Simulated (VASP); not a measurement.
# Sb (Pm-3m) in VASP: notebook

Runs on Sb. Level: PBE. Tasks: single point.

All numbers are computed with VASP 6.6.1; they aren't measurements. Logs are shortened: lines on timing, memory, paths and dates and some standing lists are left out, and cuts for length are marked.

### 1 The cell of the first run

The structure is cubic, space group Pm-3m (No. 221). The conventional cell has a = 3.096 Å, b = 3.096 Å, c = 3.096 Å, α = 90.00°, β = 90.00°, γ = 90.00°. Within 4.1 Å of Sb (site symmetry m-3m) lie 6 Sb at 3.10 Å.

### 2 Single point, PBE (volume scaled by 0.9405)

File INCAR:

```
ALGO = Normal ; EDIFF = 1E-6
ENCUT = 520 ; GGA = PE
ISIF = 2 ; ISMEAR = -1
LASPH = T ; LCHARG = F
LREAL = F ; LWAVE = F
NBANDS = 8 ; NELM = 80
PREC = Accurate ; SIGMA = 0.05
```

File KPOINTS:

```
k-points
0
Gamma
  13 13 13
```

File POSCAR:

```
Sb
1.0
    3.0960408524      0.0000000000      0.0000000000
    0.0000000000      3.0960408524      0.0000000000
    0.0000000000      0.0000000000      3.0960408524
Sb
1
Direct
    0.0000000000      0.0000000000      0.0000000000
```

Potentials or basis: VASP PAW PBE potentials, release 64 (Sb).

Command:

```sh
$ cat potpaw_PBE.64/Sb/POTCAR > POTCAR
$ mpirun -np 1 vasp_std > vasp.out
```

OUTCAR:

```text
EDIFF = 1E-6
   ENCUT = 520
   GGA = PE
   ISIF = 2
   ISMEAR = -1
   LASPH = T
   LREAL = F
   NELM = 80
   PREC = Accurate

 ion  position               nearest neighbor table
   1  0.000  0.000  0.000-

  LATTYP: Found a simple cubic cell.
 ALAT       =     3.0960408524

  Lattice vectors:

 A1 = (   3.0960408524,   0.0000000000,   0.0000000000)
 A2 = (   0.0000000000,   3.0960408524,   0.0000000000)
 A3 = (   0.0000000000,   0.0000000000,   3.0960408524)

Analysis of symmetry for initial positions (statically):
=====================================================================
 Subroutine PRICEL returns:
 Original cell was already a primitive cell.

 Routine SETGRP: Setting up the symmetry group for a
 simple cubic supercell.

 Subroutine GETGRP returns: Found 48 space group operations
 (whereof 48 operations were pure point group operations)
 out of a pool of 48 trial point group operations.

The static configuration has the point symmetry O_h .

Analysis of symmetry for dynamics (positions and initial velocities):
=====================================================================
 Subroutine PRICEL returns:
 Original cell was already a primitive cell.

 Routine SETGRP: Setting up the symmetry group for a
 simple cubic supercell.

 Subroutine GETGRP returns: Found 48 space group operations
 (whereof 48 operations were pure point group operations)
 out of a pool of 48 trial point group operations.

The dynamic configuration has the point symmetry O_h .

 Subroutine INISYM returns: Found 48 space group operations
 (whereof 48 operations are pure point group operations),
 and found     1 'primitive' translations

----------------------------------------------------------------------------------------

                                     Primitive cell

  volume of cell :      29.6770

  direct lattice vectors                    reciprocal lattice vectors
     3.096040852  0.000000000  0.000000000     0.322993154  0.000000000  0.000000000
     0.000000000  3.096040852  0.000000000     0.000000000  0.322993154  0.000000000
     0.000000000  0.000000000  3.096040852     0.000000000  0.000000000  0.322993154

  length of vectors
     3.096040852  3.096040852  3.096040852     0.322993154  0.322993154  0.322993154

  position of ions in fractional coordinates (direct lattice)
     0.000000000  0.000000000  0.000000000

  ion indices of the primitive-cell ions
   primitive index   ion index
                 1           1

----------------------------------------------------------------------------------------

 KPOINTS: k-points

Automatic generation of k-mesh.
 Grid dimensions read from file:
 generate k-points for:   13   13   13

 Generating k-lattice:

  Cartesian coordinates                     Fractional coordinates (reciprocal lattice)
     0.024845627  0.000000000  0.000000000     0.076923077  0.000000000  0.000000000
     0.000000000  0.024845627  0.000000000     0.000000000  0.076923077  0.000000000
     0.000000000  0.000000000  0.024845627     0.000000000  0.000000000  0.076923077

  Length of vectors
     0.024845627  0.024845627  0.024845627

  Shift w.r.t. Gamma in fractional coordinates (k-lattice)
     0.000000000  0.000000000  0.000000000

 Subroutine IBZKPT returns following result:
 ===========================================

 Found     84 irreducible k-points:

 Following reciprocal coordinates:
            Coordinates               Weight
  0.000000  0.000000  0.000000      1.000000
  0.076923  0.000000  0.000000      6.000000
  0.153846  0.000000  0.000000      6.000000
  0.230769  0.000000  0.000000      6.000000
  0.307692  0.000000  0.000000      6.000000
  0.384615  0.000000  0.000000      6.000000
[... 16 lines left out ...]
  0.307692  0.307692  0.000000     12.000000
  0.384615  0.307692  0.000000     24.000000
 [... further k-points ...]
   k-points           NKPTS =     84   k-points in BZ     NKDIM =     84   number of bands    NBANDS=      8
   number of dos      NEDOS =    301   number of ions     NIONS =      1
   total plane-waves  NPLWV =  13824
   dimension x,y,z NGX =    24 NGY =   24 NGZ =   24
   dimension x,y,z NGXF=    48 NGYF=   48 NGZF=   48
   ions per type =               1
   NGX,Y,Z   is equivalent  to a cutoff of  12.89, 12.89, 12.89 a.u.
   NGXF,Y,Z  is equivalent  to a cutoff of  25.77, 25.77, 25.77 a.u.
 SYSTEM =  unknown system
   PREC   = accura    normal or accurate (medium, high low for compatibility)
   ISTART =      0    job   : 0-new  1-cont  2-samecut
   ICHARG =      2    charge: 1-file 2-atom 10-const
   ISPIN  =      1    spin polarized calculation?
   LNONCOLLINEAR =      F non collinear calculations
   LSORBIT =      F    spin-orbit coupling
   LASPH  =      T    aspherical Exc in radial PAW
   ENCUT  =  520.0 eV  38.22 Ry    6.18 a.u.   5.76  5.76  5.76*2*pi/ulx,y,z
   NELM   =     80;   NELMIN=  2; NELMDL= -5     # of ELM steps
   EDIFF  = 0.1E-05   stopping-criterion for ELM
   LREAL  =      F    real-space projection
[... 7 lines left out ...]
   TEBEG  =    0.0;   TEEND  =   0.0 temperature during run
   PSTRESS=    0.0 pullay stress
   NELECT =       5.0000    total number of electrons
   NUPDOWN=      -1.0000    fix difference up-down
   EMIN   =  10.00;   EMAX   =-10.00  energy-range for DOS
   EFERMI =   0.00;   METHOD = LEGACY
   ISMEAR =    -1;   SIGMA  =   0.05  broadening in eV -4-tet -1-fermi 0-gaus
   EFERMI_NEDOS =   21; number of points for ismear=-14 and -15
   IALGO  =     38    algorithm
   IMIX   =      4    mixing-type and parameters
     AMIX     =   0.40;   BMIX     =  1.00
     AMIX_MAG =   1.60;   BMIX_MAG =  1.00
  volume/ion in A,a.u.               =      29.68       200.27
  Fermi-wavevector in a.u.,A,eV,Ry     =   0.904187  1.708665 11.123494  0.817554
  Thomas-Fermi vector in A             =   2.027603
   LORBIT       =      0    0 simple, 1 ext, 2 COOP (PROOUT), +10 PAW based schemes
   GGA     = PE    functional components
   LHFCALC =     F    Hartree Fock is set to
   AEXX    =    0.0000 exact exchange contribution
   IVDW    =     0    specifies the selected vdW correction
   LEPSILON=     F    determine dielectric tensor
   LRPA    =     F    only Hartree local field effects (RPA)
 non-spin polarized calculation
  energy-cutoff  :      520.00
  volume of cell :       29.68
 maximum number of plane-waves:       813
 NGX is ok and might be reduce to    24
   NGX = 11   NGY = 11   NGZ = 11

 number of electron       4.9999999 magnetization

 Free energy of the ion-electron system (eV)
  ---------------------------------------------------
  ext. energy  EPLUGINS =         0.00000000
  ---------------------------------------------------
  free energy    TOTEN  =        -4.10606324 eV

  energy without entropy =       -4.10346979  energy(sigma->0) =       -4.10476652

 E-fermi :   7.2637     XC(G=0):  -9.6469

 val. band max:        7.2269214230   @ k =   0.3077   0.2308   0.1538
 cond. band min:       7.3405518794   @ k =   0.3077   0.2308   0.2308
 fundamental gap:      0.1136304564
 Fermi energy:         7.2637154319

 k-point     1 :       0.0000    0.0000    0.0000
  band No.  band energies     occupation
      1      -5.2264      2.00000
      2      10.4801      0.00000
      3      10.4801      0.00000
      4      10.4801      0.00000
      5      14.1237      0.00000
      6      14.1237      0.00000
      7      15.4921      0.00000
      8      24.8635      0.00000

 k-point     2 :       0.0769    0.0000    0.0000
  band No.  band energies     occupation
      1      -5.1402      2.00000
      2       9.4075      0.00000
      3      10.5653      0.00000
      4      10.5653      0.00000
      5      14.1918      0.00000
      6      14.7542      0.00000
      7      16.1221      0.00000
      8      24.0880      0.00000

 k-point     3 :       0.1538    0.0000    0.0000
  band No.  band energies     occupation
      1      -4.8842      2.00000
      2       7.5332      0.00909
      3      10.8136      0.00000
      4      10.8136      0.00000
      5      14.3950      0.00000
      6      15.2134      0.00000
      7      18.0843      0.00000
      8      22.7939      0.00000

 k-point     4 :       0.2308    0.0000    0.0000
  band No.  band energies     occupation
      1      -4.4691      2.00000
      2       5.6541      2.00000
      3      11.2006      0.00000
      4      11.2006      0.00000
      5      14.7282      0.00000
      6      15.6326      0.00000
      7      20.3405      0.00000
      8      21.4758      0.00000

 k-point     5 :       0.3077    0.0000    0.0000
  band No.  band energies     occupation
      1      -3.9230      2.00000
      2       3.9569      2.00000
      3      11.6760      0.00000
      4      11.6760      0.00000
      5      15.1771      0.00000
      6      16.1724      0.00000
      7      20.2690      0.00000
      8      20.2690      0.00000

 k-point     6 :       0.3846    0.0000    0.0000
  band No.  band energies     occupation
      1      -3.3211      2.00000
      2       2.5685      2.00000
      3      12.1465      0.00000
      4      12.1465      0.00000
      5      15.6977      0.00000
      6      16.8522      0.00000
      7      19.2983      0.00000
      8      19.2983      0.00000

 k-point     7 :       0.4615    0.0000    0.0000
  band No.  band energies     occupation
      1      -2.8600      2.00000
      2       1.7093      2.00000
      3      12.4596      0.00000
      4      12.4596      0.00000
      5      16.1371      0.00000
      6      17.6082      0.00000
      7      18.7318      0.00000
      8      18.7318      0.00000

 k-point     8 :       0.0769    0.0769    0.0000
  band No.  band energies     occupation
      1      -5.0539      2.00000
      2       9.4161      0.00000
      3       9.5713      0.00000
      4      10.6506      0.00000
      5      14.5132      0.00000
      6      15.4271      0.00000
      7      16.4454      0.00000
      8      23.0758      0.00000

 k-point     9 :       0.1538    0.0769    0.0000
  band No.  band energies     occupation
      1      -4.7979      2.00000
      2       7.6140      0.00181
      3       9.7483      0.00000
      4      10.8992      0.00000
      5      14.7669      0.00000
      6      16.0529      0.00000
      7      18.1448      0.00000
      8      21.6003      0.00000

 k-point    10 :       0.2308    0.0769    0.0000
  band No.  band energies     occupation
      1      -4.3826      2.00000
      2       5.7368      2.00000
      3      10.1381      0.00000
      4      11.2865      0.00000
      5      15.1194      0.00000
      6      16.4215      0.00000
      7      19.7782      0.00000
      8      20.7636      0.00000
[... 78 lines left out ...]
 k-point    18 :       0.4615    0.1538    0.0000
  band No.  band energies     occupation
      1      -2.5119      2.00000
      2       2.0332      2.00000
      3       9.6792      0.00000
      4      12.8032      0.00000
      5      14.5709      0.00000
      6      17.2309      0.00000
      7      18.7614      0.00000
      8      18.9900      0.00000

 k-point    19 :       0.2308    0.2308    0.0000
  band No.  band energies     occupation
      1      -3.7096      2.00000
      2       6.1731      2.00000
      3       6.6015      2.00000
      4      11.9274      0.00000
      5      15.5867      0.00000
      6      16.5010      0.00000
      7      20.4969      0.00000
      8      21.4227      0.00000

 k-point    20 :       0.3077    0.2308    0.0000
  band No.  band energies     occupation
      1      -3.1608      2.00000
      2       4.6631      2.00000
      3       6.9153      1.99812
      4      12.4072      0.00000
      5      14.6851      0.00000
      6      16.4662      0.00000
      7      20.8184      0.00000
      8      20.9210      0.00000

 k-point    21 :       0.3846    0.2308    0.0000
  band No.  band energies     occupation
      1      -2.5538      2.00000
      2       3.2784      2.00000
      3       7.4335      0.06482
      4      12.8829      0.00000
      5      13.5613      0.00000
      6      17.0433      0.00000
      7      19.8639      0.00000
      8      20.0856      0.00000

 k-point    22 :       0.4615    0.2308    0.0000
  band No.  band energies     occupation
      1      -2.0864      2.00000
      2       2.4146      2.00000
      3       7.8080      0.00004
      4      12.8688      0.00000
      5      13.2002      0.00000
      6      17.6916      0.00000
      7      19.1848      0.00000
      8      19.3042      0.00000

 k-point    23 :       0.3077    0.3077    0.0000
  band No.  band energies     occupation
      1      -2.6084      2.00000
      2       4.9558      2.00000
      3       5.4172      2.00000
      4      12.8894      0.00000
      5      13.2555      0.00000
      6      16.9322      0.00000
      7      21.1370      0.00000
      8      21.2821      0.00000

 k-point    24 :       0.3846    0.3077    0.0000
  band No.  band energies     occupation
      1      -1.9948      2.00000
      2       3.7589      2.00000
      3       5.7304      2.00000
      4      12.0839      0.00000
      5      13.3671      0.00000
      6      17.5516      0.00000
      7      20.2688      0.00000
      8      20.6259      0.00000

 [... further k-points ...]

------------------------ aborting loop because EDIFF is reached ----------------------------------------

  FORCE on cell =-STRESS in cart. coord.  units (eV):
  Direction    XX          YY          ZZ          XY          YZ          ZX
  --------------------------------------------------------------------------------------
  -------------------------------------------------------------------------------------
  Total        0.1124517      0.1124517      0.1124517     -0.0000000      0.0000000     -0.0000000
  in kB        6.0709513      6.0709513      6.0709513     -0.0000000      0.0000000     -0.0000000
  external PRESSURE =       6.0709513 kB  Pullay stress =       0.0000000 kB

 VOLUME and BASIS-vectors are now :
 -----------------------------------------------------------------------------
  energy-cutoff  :      520.00
  volume of cell :       29.68
      direct lattice vectors                 reciprocal lattice vectors
     3.096040852  0.000000000  0.000000000     0.322993154  0.000000000  0.000000000
     0.000000000  3.096040852  0.000000000     0.000000000  0.322993154  0.000000000
     0.000000000  0.000000000  3.096040852     0.000000000  0.000000000  0.322993154

 POSITION                                       TOTAL-FORCE (eV/Angst)
 -----------------------------------------------------------------------------------
      0.00000      0.00000      0.00000         0.000000      0.000000      0.000000
 -----------------------------------------------------------------------------------
    total drift:                                0.000000      0.000000      0.000000

  FREE ENERGIE OF THE ION-ELECTRON SYSTEM (eV)
  ---------------------------------------------------
  free  energy   TOTEN  =        -4.1060632377 eV

  energy  without entropy=       -4.1034697945  energy(sigma->0) =       -4.10476652
```

It took 5.3 s on 1 thread of Intel Xeon Platinum 8488C (Sapphire Rapids), shared host; peak memory 0.14 GiB.

What came out:

```yaml
Free_energy: -4.1061 eV
Pressure: 0.6 GPa
```

Caveat: spin-orbit coupling is left out, which moves the levels of the heavy elements.

### 3 Single point, PBE (volume scaled by 0.94)

File INCAR:

```
SYSTEM = Sb
ALGO = Normal ; EDIFF = 1E-6
ENCUT = 520 ; GGA = PE
ISIF = 2 ; ISMEAR = -1
LASPH = .TRUE. ; LCHARG = .FALSE.
LREAL = .FALSE. ; LWAVE = .FALSE.
NBANDS = 8 ; NELM = 80
PREC = Accurate ; SIGMA = 0.05
```

File KPOINTS:

```
k-points
0
G
  13 13 13
  0 0 0
```

File POSCAR:

```
Sb
1.0
    3.0954921035      0.0000000000      0.0000000000
    0.0000000000      3.0954921035      0.0000000000
    0.0000000000      0.0000000000      3.0954921035
Sb
1
Direct
    0.0000000000      0.0000000000      0.0000000000
```

Potentials or basis: VASP PAW PBE potentials, release 64 (Sb).

Command:

```sh
$ cat potpaw_PBE.64/Sb/POTCAR > POTCAR
$ mpirun -np 1 vasp_std > vasp.out
```

OUTCAR:

```text
SYSTEM = Sb
   EDIFF = 1E-6
   ENCUT = 520
   GGA = PE
   ISIF = 2
   ISMEAR = -1
   LASPH = .TRUE.
   LREAL = .FALSE.
   NELM = 80
   PREC = Accurate

 ion  position               nearest neighbor table
   1  0.000  0.000  0.000-

  LATTYP: Found a simple cubic cell.
 ALAT       =     3.0954921035

  Lattice vectors:

 A1 = (   3.0954921035,   0.0000000000,   0.0000000000)
 A2 = (   0.0000000000,   3.0954921035,   0.0000000000)
 A3 = (   0.0000000000,   0.0000000000,   3.0954921035)

[... 440 lines left out ...]
      7      20.2779      0.00000
      8      20.6345      0.00000

 [... further k-points ...]

------------------------ aborting loop because EDIFF is reached ----------------------------------------

  FORCE on cell =-STRESS in cart. coord.  units (eV):
  Direction    XX          YY          ZZ          XY          YZ          ZX
  --------------------------------------------------------------------------------------
  -------------------------------------------------------------------------------------
  Total        0.1182989      0.1182989      0.1182989     -0.0000000     -0.0000000     -0.0000000
  in kB        6.3900193      6.3900193      6.3900193     -0.0000000     -0.0000000     -0.0000000
  external PRESSURE =       6.3900193 kB  Pullay stress =       0.0000000 kB

 VOLUME and BASIS-vectors are now :
 -----------------------------------------------------------------------------
  energy-cutoff  :      520.00
  volume of cell :       29.66
      direct lattice vectors                 reciprocal lattice vectors
     3.095492103  0.000000000  0.000000000     0.323050412  0.000000000  0.000000000
     0.000000000  3.095492103  0.000000000     0.000000000  0.323050412  0.000000000
     0.000000000  0.000000000  3.095492103     0.000000000  0.000000000  0.323050412

 POSITION                                       TOTAL-FORCE (eV/Angst)
 -----------------------------------------------------------------------------------
      0.00000      0.00000      0.00000         0.000000      0.000000      0.000000
 -----------------------------------------------------------------------------------
    total drift:                               -0.000000      0.000000      0.000000

  FREE ENERGIE OF THE ION-ELECTRON SYSTEM (eV)
  ---------------------------------------------------
  free  energy   TOTEN  =        -4.1060023313 eV

  energy  without entropy=       -4.1034129171  energy(sigma->0) =       -4.10470762
```

Run time: 5.4 s. Hardware: 1 thread of Intel Xeon Platinum 8488C (Sapphire Rapids), shared host; peak memory 0.15 GiB.

What came out:

| Quantity | Value |
| --- | --- |
| Free energy | -4.1060 eV |
| Pressure | 0.6 GPa |

Caveat: spin-orbit coupling is left out, which moves the levels of the heavy elements.

### 4 Single point, PBE (volume scaled by 0.96)

File INCAR:

```
SYSTEM = Sb
ALGO = Normal
EDIFF = 1E-7
ENCUT = 520
GGA = PE
ISIF = 2
ISMEAR = -1
LASPH = .TRUE.
LCHARG = .FALSE.
LREAL = .FALSE.
LWAVE = .FALSE.
NBANDS = 8
NELM = 80
PREC = Accurate
SIGMA = 0.05
```

KPOINTS is that of step 3.

File POSCAR:

```
Sb
1.0
    3.1172920620      0.0000000000      0.0000000000
    0.0000000000      3.1172920620      0.0000000000
    0.0000000000      0.0000000000      3.1172920620
Sb
1
Direct
    0.0000000000      0.0000000000      0.0000000000
```

Command:

```sh
$ cat potpaw_PBE.64/Sb/POTCAR > POTCAR
$ mpirun -np 1 vasp_std > vasp.out
```

It took 5.8 s on 1 thread of Intel Xeon Platinum 8488C (Sapphire Rapids), shared host; peak memory 0.14 GiB.

It converged, with:

```
Free energy : -4.1061 eV
Pressure    : -0.6 GPa
```

Levels at points of the mesh, in eV from the Fermi level:
```tsv
k point	band 1	band 2	band 3	band 4	band 5	band 6
(0.00, 0.00, 0.00)	-12.33	3.16	3.16	3.16	6.84	6.84
```

Caveat: spin-orbit coupling is left out, which moves the levels of the heavy elements.

[end of part 1 of 2]
